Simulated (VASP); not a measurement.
# C (I4_1/amd) in VASP: a series of runs

The runs below take C through single point, with LDA.

Program: VASP 6.6.1. These are calculated values, not measurements. Logs are shortened: lines on timing, memory, paths and dates and some standing lists are left out, and cuts for length are marked.

### Step 1. The cell of the first run

The structure is tetragonal, space group I4_1/amd (No. 141). The conventional cell has a = 2.774 Å, b = 2.774 Å, c = 3.567 Å, α = 90.00°, β = 90.00°, γ = 90.00°. Within 2.2 Å of C (site symmetry -4m2) lie 4 C at 1.65 Å.

### Step 2. Single point, LDA (strain +0.1000 x Voigt [1, 1, 0, 0, 0, 0])

INCAR reads:

```
PREC = Accurate
ENCUT = 520
EDIFF = 1E-6
ISMEAR = 0
SIGMA = 0.05
LREAL = F
LASPH = T
NELM = 80
ALGO = Normal
ISIF = 2
LWAVE = F
LCHARG = T
LELF = T
LVHAR = T
NBANDS = 11
```

KPOINTS reads:

```
Automatic mesh
0
Gamma
  12 12 12
```

POSCAR reads:

```
C
1.0
    0.0000000000      1.9617400000      1.7834000000
    1.9617400000      0.0000000000      1.7834000000
    1.9617400000      1.9617400000      0.0000000000
C
2
Direct
    0.5000000000      0.5000000000      0.5000000000
    0.7500000000      0.7500000000      0.7500000000
```

Potentials or basis: VASP PAW LDA potentials, release 64 (C).

Launch:

```sh
$ cat potpaw_LDA.64/C/POTCAR > POTCAR
$ mpirun -np 1 vasp_std > vasp.out
```

OUTCAR:

```text
PREC = Accurate
   ENCUT = 520
   EDIFF = 1E-6
   ISMEAR = 0
   LREAL = F
   LASPH = T
   NELM = 80
   ISIF = 2

 ion  position               nearest neighbor table
   1  0.500  0.500  0.500-   2 1.65   2 1.65   2 1.65   2 1.65
   2  0.750  0.750  0.750-   1 1.65   1 1.65   1 1.65   1 1.65

  LATTYP: Found a body centered tetragonal cell.
 ALAT       =     2.7743193138
 C/A-ratio  =     1.2856486931

  Lattice vectors:

 A1 = (   0.0000000000,  -1.9617400000,  -1.7834000000)
 A2 = (   0.0000000000,   1.9617400000,  -1.7834000000)
 A3 = (   1.9617400000,   0.0000000000,   1.7834000000)

Analysis of symmetry for initial positions (statically):
=====================================================================
 Subroutine PRICEL returns:
 Original cell was already a primitive cell.

 Routine SETGRP: Setting up the symmetry group for a
 body centered tetragonal supercell.

 Subroutine GETGRP returns: Found 16 space group operations
 (whereof  8 operations were pure point group operations)
 out of a pool of 16 trial point group operations.

The static configuration has the point symmetry D_2d.
 The point group associated with its full space group is D_4h.

Analysis of symmetry for dynamics (positions and initial velocities):
=====================================================================
 Subroutine PRICEL returns:
 Original cell was already a primitive cell.

 Routine SETGRP: Setting up the symmetry group for a
 body centered tetragonal supercell.

 Subroutine GETGRP returns: Found 16 space group operations
 (whereof  8 operations were pure point group operations)
 out of a pool of 16 trial point group operations.

The dynamic configuration has the point symmetry D_2d.
 The point group associated with its full space group is D_4h.

 Subroutine INISYM returns: Found 16 space group operations
 (whereof  8 operations are pure point group operations),
 and found     1 'primitive' translations

----------------------------------------------------------------------------------------

                                     Primitive cell

  volume of cell :      13.7266

  direct lattice vectors                    reciprocal lattice vectors
     0.000000000  1.961740000  1.783400000    -0.254875774  0.254875774  0.280363351
     1.961740000  0.000000000  1.783400000     0.254875774 -0.254875774  0.280363351
     1.961740000  1.961740000  0.000000000     0.254875774  0.254875774 -0.280363351

  length of vectors
     2.651214700  2.651214700  2.774319314     0.456647488  0.456647488  0.456647488

  position of ions in fractional coordinates (direct lattice)
     0.500000000  0.500000000  0.500000000
     0.750000000  0.750000000  0.750000000

  ion indices of the primitive-cell ions
   primitive index   ion index
                 1           1
                 2           2

----------------------------------------------------------------------------------------

 KPOINTS: Automatic mesh

Automatic generation of k-mesh.
 Grid dimensions read from file:
 generate k-points for:   12   12   12

 Generating k-lattice:

  Cartesian coordinates                     Fractional coordinates (reciprocal lattice)
    -0.021239648  0.021239648  0.023363613     0.083333333 -0.000000000  0.000000000
     0.021239648 -0.021239648  0.023363613    -0.000000000  0.083333333  0.000000000
     0.021239648  0.021239648 -0.023363613     0.000000000  0.000000000  0.083333333

  Length of vectors
     0.038053957  0.038053957  0.038053957

  Shift w.r.t. Gamma in fractional coordinates (k-lattice)
     0.000000000  0.000000000  0.000000000

 Subroutine IBZKPT returns following result:
 ===========================================

 Found    163 irreducible k-points:

 Following reciprocal coordinates:
            Coordinates               Weight
  0.000000  0.000000  0.000000      1.000000
  0.083333  0.000000  0.000000      8.000000
  0.166667  0.000000  0.000000      8.000000
  0.250000  0.000000  0.000000      8.000000
  0.333333  0.000000  0.000000      8.000000
  0.416667 -0.000000  0.000000      8.000000
[... 16 lines left out ...]
  0.500000  0.166667  0.000000      8.000000
 -0.416667  0.166667  0.000000      8.000000
 [... further k-points ...]
   k-points           NKPTS =    163   k-points in BZ     NKDIM =    163   number of bands    NBANDS=     11
   number of dos      NEDOS =    301   number of ions     NIONS =      2
   total plane-waves  NPLWV =   9600
   dimension x,y,z NGX =    20 NGY =   20 NGZ =   24
   dimension x,y,z NGXF=    40 NGYF=   40 NGZF=   48
   ions per type =               2
   NGX,Y,Z   is equivalent  to a cutoff of  12.54, 12.54, 14.38 a.u.
   NGXF,Y,Z  is equivalent  to a cutoff of  25.08, 25.08, 28.76 a.u.
 SYSTEM =  unknown system
   PREC   = accura    normal or accurate (medium, high low for compatibility)
   ISTART =      0    job   : 0-new  1-cont  2-samecut
   ICHARG =      2    charge: 1-file 2-atom 10-const
   ISPIN  =      1    spin polarized calculation?
   LNONCOLLINEAR =      F non collinear calculations
   LSORBIT =      F    spin-orbit coupling
   LASPH  =      T    aspherical Exc in radial PAW
   ENCUT  =  520.0 eV  38.22 Ry    6.18 a.u.   4.93  4.93  5.16*2*pi/ulx,y,z
   NELM   =     80;   NELMIN=  2; NELMDL= -5     # of ELM steps
   EDIFF  = 0.1E-05   stopping-criterion for ELM
   LREAL  =      F    real-space projection
   EDIFFG = 0.1E-04   stopping-criterion for IOM
   NSW    =      0    number of steps for IOM
   IBRION =     -1    ionic relax: 0-MD 1-quasi-New 2-CG
   NFREE  =      0    steps in history (QN), initial steepest desc. (CG)
   ISIF   =      2    stress and relaxation
   ISYM   =      2    0-nonsym 1-usesym 2-fastsym
   POTIM  = 0.5000    time-step for ionic-motion
   TEBEG  =    0.0;   TEEND  =   0.0 temperature during run
   PSTRESS=    0.0 pullay stress
   NELECT =       8.0000    total number of electrons
   NUPDOWN=      -1.0000    fix difference up-down
   EMIN   =  10.00;   EMAX   =-10.00  energy-range for DOS
   EFERMI =   0.00;   METHOD = LEGACY
   ISMEAR =     0;   SIGMA  =   0.05  broadening in eV -4-tet -1-fermi 0-gaus
   EFERMI_NEDOS =   21; number of points for ismear=-14 and -15
   IALGO  =     38    algorithm
   IMIX   =      4    mixing-type and parameters
     AMIX     =   0.40;   BMIX     =  1.00
     AMIX_MAG =   1.60;   BMIX_MAG =  1.00
  volume/ion in A,a.u.               =       6.86        46.32
  Fermi-wavevector in a.u.,A,eV,Ry     =   1.367469  2.584142 25.442520  1.869972
  Thomas-Fermi vector in A             =   2.493519
   LORBIT       =      0    0 simple, 1 ext, 2 COOP (PROOUT), +10 PAW based schemes
   GGA     = CA    functional components
   LHFCALC =     F    Hartree Fock is set to
   AEXX    =    0.0000 exact exchange contribution
   IVDW    =     0    specifies the selected vdW correction
   LEPSILON=     F    determine dielectric tensor
   LRPA    =     F    only Hartree local field effects (RPA)
 non-spin polarized calculation
 Gauss-broadening in eV      SIGMA  =   0.05
  energy-cutoff  :      520.00
  volume of cell :       13.73
 maximum number of plane-waves:       383
   NGX =  9   NGY =  9   NGZ = 11

 number of electron       7.9999999 magnetization

 Free energy of the ion-electron system (eV)
  ---------------------------------------------------
  ext. energy  EPLUGINS =         0.00000000
  ---------------------------------------------------
  free energy    TOTEN  =       -19.39947852 eV

  energy without entropy =      -19.39947852  energy(sigma->0) =      -19.39947852

 E-fermi :   8.0943     XC(G=0): -12.6080

 val. band max:        7.8885328615   @ k =   0.0000   0.0000   0.0000
 cond. band min:       9.5504237028   @ k =   0.3333   0.3333   0.0000
 fundamental gap:      1.6618908413
 Fermi energy:         8.0942905616

 k-point     1 :       0.0000    0.0000    0.0000
  band No.  band energies     occupation
      1     -11.8021      2.00000
      2       6.7624      2.00000
      3       6.7624      2.00000
      4       7.8885      2.00000
      5      11.5228      0.00000
      6      12.5664      0.00000
      7      12.5664      0.00000
      8      16.4965      0.00000
      9      23.9211      0.00000
     10      29.6332      0.00000
     11      30.9982      0.00000

 k-point     2 :       0.0833    0.0000    0.0000
  band No.  band energies     occupation
      1     -11.6330      2.00000
      2       5.9429      2.00000
      3       6.4869      2.00000
      4       7.4330      2.00000
      5      11.8237      0.00000
      6      12.8737      0.00000
      7      13.0852      0.00000
      8      16.7643      0.00000
      9      24.2108      0.00000
     10      28.2835      0.00000
     11      29.4617      0.00000

 k-point     3 :       0.1667    0.0000    0.0000
  band No.  band energies     occupation
      1     -11.1287      2.00000
      2       3.8807      2.00000
      3       5.8608      2.00000
      4       6.7991      2.00000
      5      12.3715      0.00000
      6      13.5272      0.00000
      7      13.8973      0.00000
      8      17.5802      0.00000
      9      24.8037      0.00000
     10      27.2909      0.00000
     11      28.2130      0.00000

 k-point     4 :       0.2500    0.0000    0.0000
  band No.  band energies     occupation
      1     -10.2993      2.00000
      2       1.4456      2.00000
      3       5.1850      2.00000
      4       6.2405      2.00000
      5      12.7229      0.00000
      6      14.0895      0.00000
      7      14.6153      0.00000
      8      18.7199      0.00000
      9      25.1204      0.00000
     10      27.3109      0.00000
     11      27.9783      0.00000

 k-point     5 :       0.3333    0.0000    0.0000
  band No.  band energies     occupation
      1      -9.1716      2.00000
      2      -0.9601      2.00000
      3       4.6311      2.00000
      4       5.8142      2.00000
      5      12.8158      0.00000
      6      14.3620      0.00000
      7      15.2219      0.00000
      8      19.7983      0.00000
      9      25.2440      0.00000
     10      28.2957      0.00000
     11      28.3836      0.00000
[... 211 lines left out ...]
 k-point    21 :       0.3333    0.1667    0.0000
  band No.  band energies     occupation
      1      -9.1504      2.00000
      2       0.6345      2.00000
      3       3.4185      2.00000
      4       4.7860      2.00000
      5      11.3171      0.00000
      6      15.7232      0.00000
      7      16.4405      0.00000
      8      17.3976      0.00000
      9      26.5157      0.00000
     10      26.7213      0.00000
     11      31.2586      0.00000

 k-point    22 :       0.4167    0.1667    0.0000
  band No.  band energies     occupation
      1      -7.9149      2.00000
      2      -1.5928      2.00000
      3       3.1607      2.00000
      4       4.1975      2.00000
      5      11.8933      0.00000
      6      16.1204      0.00000
      7      16.5060      0.00000
      8      17.8497      0.00000
      9      26.2556      0.00000
     10      27.2248      0.00000
     11      31.6715      0.00000

 k-point    23 :       0.5000    0.1667    0.0000
  band No.  band energies     occupation
      1      -6.6497      2.00000
      2      -3.3860      2.00000
      3       3.1729      2.00000
      4       3.6544      2.00000
      5      12.2104      0.00000
      6      16.3217      0.00000
      7      16.6341      0.00000
      8      18.6429      0.00000
      9      25.2800      0.00000
     10      27.8541      0.00000
     11      30.9827      0.00000

 k-point    24 :      -0.4167    0.1667    0.0000
  band No.  band energies     occupation
      1      -6.6529      2.00000
      2      -3.4020      2.00000
      3       3.2457      2.00000
      4       3.4511      2.00000
      5      12.4635      0.00000
      6      16.0123      0.00000
      7      16.8465      0.00000
      8      19.7174      0.00000
      9      24.1428      0.00000
     10      28.0715      0.00000
     11      29.0550      0.00000

 [... further k-points ...]

------------------------ aborting loop because EDIFF is reached ----------------------------------------

  FORCE on cell =-STRESS in cart. coord.  units (eV):
  Direction    XX          YY          ZZ          XY          YZ          ZX
  --------------------------------------------------------------------------------------
  -------------------------------------------------------------------------------------
  Total       -7.5751048     -7.5751048     -2.0912568      0.0000000     -0.0000000      0.0000000
  in kB     -884.1736673   -884.1736673   -244.0935468      0.0000000     -0.0000000      0.0000000
  external PRESSURE =    -670.8136271 kB  Pullay stress =       0.0000000 kB

 VOLUME and BASIS-vectors are now :
 -----------------------------------------------------------------------------
  energy-cutoff  :      520.00
  volume of cell :       13.73
      direct lattice vectors                 reciprocal lattice vectors
     0.000000000  1.961740000  1.783400000    -0.254875774  0.254875774  0.280363351
     1.961740000  0.000000000  1.783400000     0.254875774 -0.254875774  0.280363351
     1.961740000  1.961740000  0.000000000     0.254875774  0.254875774 -0.280363351

 POSITION                                       TOTAL-FORCE (eV/Angst)
 -----------------------------------------------------------------------------------
      1.96174      1.96174      1.78340         0.000000     -0.000000     -0.000000
      2.94261      2.94261      2.67510        -0.000000      0.000000      0.000000
 -----------------------------------------------------------------------------------
    total drift:                                0.000000     -0.000000      0.000000

  FREE ENERGIE OF THE ION-ELECTRON SYSTEM (eV)
  ---------------------------------------------------
  free  energy   TOTEN  =       -19.3994785231 eV

  energy  without entropy=      -19.3994785231  energy(sigma->0) =      -19.39947852
```

Run time: 25 s. Hardware: 1 thread of AMD EPYC 7R13, shared host; peak memory 0.1 GiB.

What came out:

```yaml
Free_energy: -19.3995 eV
Pressure: -67.1 GPa
Band_gap_on_the_k_mesh: 1.66 eV, indirect (least direct gap 3.63 eV)
```

Levels at points of the mesh, in eV from the valence-band top:
```tsv
k point	band 1	band 2	band 3	band 4	band 5	band 6	band 7	band 8	band 9
(0.00, 0.00, 0.00)	-19.69	-1.13	-1.13	0.00	3.63	4.68	4.68	8.61	16.03
(0.50, 0.00, 0.00)	-14.83	-12.16	-3.73	-2.42	4.90	6.53	7.85	12.85	18.21
(0.50, 0.50, 0.00)	-11.30	-11.30	-6.72	-6.72	2.29	2.29	13.41	13.41	19.60
(0.50, 0.00, 0.50)	-12.51	-12.51	-5.52	-5.52	4.19	4.19	12.71	12.71	18.28
```

Caveat: the cell differs from its parent crystal (strain +0.1000 x Voigt [1, 1, 0, 0, 0, 0]). A k mesh can miss the band edges.

### Step 3. Single point, LDA (strain +0.0875 x Voigt [1, 1, 0, 0, 0, 0])

INCAR reads:

```
SYSTEM = C
  PREC = Accurate
  ENCUT = 520
  EDIFF = 1E-6
  ISMEAR = 0
  SIGMA = 0.05
  LREAL = .False.
  LASPH = .True.
  NELM = 80
  ALGO = Normal
  ISIF = 2
  LWAVE = .False.
  LCHARG = .False.
  NBANDS = 11
```

KPOINTS reads:

```
Automatic mesh
0
Gamma
  12 12 12
  0 0 0
```

POSCAR reads:

```
C
1.0
    0.0000000000      1.9394475000      1.7834000000
    1.9394475000      0.0000000000      1.7834000000
    1.9394475000      1.9394475000      0.0000000000
C
2
Direct
    0.5000000000      0.5000000000      0.5000000000
    0.7500000000      0.7500000000      0.7500000000
```

Potentials or basis: VASP PAW LDA potentials, release 64 (C).

Launch:

```sh
$ cat potpaw_LDA.64/C/POTCAR > POTCAR
$ mpirun -np 1 vasp_std > vasp.out
```

Run time: 23 s. Hardware: 1 thread of AMD EPYC 7R13, shared host; peak memory 0.09 GiB.

The run converged. Its results:

- Free energy: -19.5646 eV
- Pressure: -62.8 GPa
- Band gap on the k mesh: 1.91 eV, indirect (least direct gap 3.83 eV)

Stress tensor (GPa, compression positive):
```
-82.35   0.00   0.00
  0.00 -82.35   0.00
  0.00   0.00 -23.68
```

Levels at points of the mesh, in eV from the valence-band top:
| k point | band 2 | band 3 | band 4 | band 5 | band 6 | band 7 |
| --- | --- | --- | --- | --- | --- | --- |
| (0.00, 0.00, 0.00) | -1.02 | -1.02 | 0.00 | 3.83 | 4.76 | 4.76 |
| (0.50, 0.00, 0.00) | -12.31 | -3.65 | -2.47 | 5.31 | 6.72 | 7.97 |
| (0.50, 0.50, 0.00) | -11.44 | -6.70 | -6.70 | 2.53 | 2.53 | 13.76 |
| (0.50, 0.00, 0.50) | -12.54 | -5.62 | -5.62 | 4.24 | 4.24 | 13.16 |

Caveat: the cell differs from its parent crystal (strain +0.0875 x Voigt [1, 1, 0, 0, 0, 0]). A k mesh can miss the band edges.
